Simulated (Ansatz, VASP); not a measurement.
# BaS in VASP and in Ansatz

INCAR

```
ALGO = Normal ; EDIFF = 1E-7
ENCUT = 520 ; GGA = PS
GGA_COMPAT = False ; ISIF = 2
ISMEAR = 0 ; LASPH = True
LCHARG = False ; LNONCOLLINEAR = True
LORBIT = 11 ; LORBMOM = True
LREAL = False ; LSORBIT = True
LWAVE = False ; MAGMOM = 0 0 0 0 0 0
NBANDS = 28 ; NELM = 150
PREC = Accurate ; SIGMA = 0.05
```

Contents of KPOINTS:

```
k-points
0
Gamma
  6 6 6
```

Contents of POSCAR:

```
BaS
1.0
    0.0000000000      3.2129006479      3.2129006479
    3.2129006479      0.0000000000      3.2129006479
    3.2129006479      3.2129006479      0.0000000000
Ba S
1 1
Direct
    0.5000000000      0.5000000000      0.5000000000
    0.0000000000      0.0000000000      0.0000000000
```

Input for Ansatz:

```yaml
crystal:
  lattice:
    - [0.0, 3.2129006479, 3.2129006479]
    - [3.2129006479, 0.0, 3.2129006479]
    - [3.2129006479, 3.2129006479, 0.0]
  atoms:
    - { symbol: Ba, position: [0.5, 0.5, 0.5] }
    - { symbol: S, position: [0.0, 0.0, 0.0] }
basis:
  ecutwfc: 420
  ecutrho_ratio: 4
  precision: f64
kpoints:
  mp_grid: { grid: [6, 6, 6] }
hamiltonian:
  xc: pbesol
scf:
  occupations: { method: gaussian, width: 0.05 }
  eigensolver: { kind: davidson }
output:
  forces: true
  stress: true
  write_density: true
  write_potential: true
  elf: true
  volumetric_format: npy
magnetization:
  noncollinear: true
  spin_orbit: true
```

Alike in both runs: task single point; functional PBEsol; k mesh 6 × 6 × 6; occupations gaussian, width 0.05 eV; non-collinear spin, spin-orbit coupling.

```csv
,VASP,Ansatz
version,VASP 6.6.1,Ansatz 0.2.0
potentials or method,"VASP PAW PBE potentials, release 64 (Ba_sv, S), cutoff 520 eV","plane waves, PAW"
valence electrons in the cell,16,16
```

Ansatz gave:

| Item | Value |
| --- | --- |
| pressure (GPa) | -1.9 |
| net moment per atom (μB) | 0.00 |

Question: Which values does VASP return?

Answer: Pressure (GPa): -1.3; net moment per atom (μB): 0.00.

VASP's potentials were made for PBE, not for PBEsol.
